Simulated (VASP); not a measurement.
A run of VASP 6.6.1:

File INCAR:

```
SYSTEM = SnSe
PREC = Accurate
ENCUT = 520
EDIFF = 1E-6
ISMEAR = 0
SIGMA = 0.05
LREAL = .False.
LASPH = .True.
NELM = 80
ALGO = Normal
ISIF = 2
LWAVE = .False.
LCHARG = .False.
GGA = PE
NBANDS = 17
```

KPOINTS

```
Automatic mesh
0
Gamma
  10 10 10
  0 0 0
```

File POSCAR:

```
SnSe
1.0
    0.0000000000      3.1167647000      3.1167647000
    3.0264647000      0.0000000000      3.1167647000
    3.0264647000      3.1167647000      0.0000000000
Sn Se
1 1
Direct
    0.0000000000      0.0000000000      0.0000000000
    0.5000000000      0.5000000000      0.5000000000
```

Potentials or basis: VASP PAW PBE potentials, release 64 (Sn_d, Se).

Command:

```sh
$ cat potpaw_PBE.64/Sn_d/POTCAR potpaw_PBE.64/Se/POTCAR > POTCAR
$ mpirun -np 1 vasp_std > vasp.out
```

Hardware: 1 thread of Intel(R) Xeon(R) Platinum 8488C (Sapphire Rapids) (shared host).

Task: Estimate the wall time of this run.

Result: Wall time 38 s on 1 thread of Intel(R) Xeon(R) Platinum 8488C (Sapphire Rapids) (shared host), peak memory 0.25 GiB. Counts: scf iterations 12, k points 102.
